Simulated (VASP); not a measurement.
A run of VASP 6.6.1 is set up as follows.

The input INCAR:

```
SYSTEM = H2CCl2
PREC = Accurate
ENCUT = 520
EDIFF = 1E-7
ISMEAR = 0
SIGMA = 0.005
LREAL = .False.
LASPH = .True.
NELM = 80
ALGO = Normal
ISIF = 2
LWAVE = .False.
LCHARG = .False.
GGA = PE
IVDW = 12
IBRION = 2
NSW = 100
EDIFFG = -0.01
ISYM = 0
```

Contents of KPOINTS:

```
Automatic mesh
0
Gamma
  1 1 1
  0 0 0
```

The input POSCAR:

```
H2CCl2
1.0
   14.0000000000      0.0000000000      0.0000000000
    0.0000000000     14.5000000000      0.0000000000
    0.0000000000      0.0000000000     15.0000000000
Cl C H
2 1 2
Direct
    0.3962747331      0.5597001855      0.4944497760
    0.6037252669      0.5567428027      0.4941357799
    0.4970044157      0.4886050918      0.4964897425
    0.4972952345      0.4482493090      0.5592365442
    0.4965577429      0.4402998145      0.4407634558
```

Potentials or basis: VASP PAW PBE potentials, release 64 (Cl, C, H).

Command:

```bash
$ cat potpaw_PBE.64/Cl/POTCAR potpaw_PBE.64/C/POTCAR potpaw_PBE.64/H/POTCAR > POTCAR
$ mpirun -np 1 vasp_gam > vasp.out
```

Question: What does it give for the dispersion energy per atom?

Answer: -0.020 eV.

Question: What does it give for the energy gained by relaxing?

Answer: 6.3 meV/atom.

Question: What does it give for the gap between the frontier levels?

Answer: 5.84 eV.

Final structure:
```
Cl C H
1.0
    14.00000    0.00000    0.00000
     0.00000   14.50000    0.00000
     0.00000    0.00000   15.00000
Cl C H
2 1 2
Cartesian
  5.5105 8.0914 7.4118
  8.4707 8.0333 7.4052
  6.9717 7.0858 7.4634
  6.9625 6.5237 8.4004
  6.9565 6.4229 6.5953
```
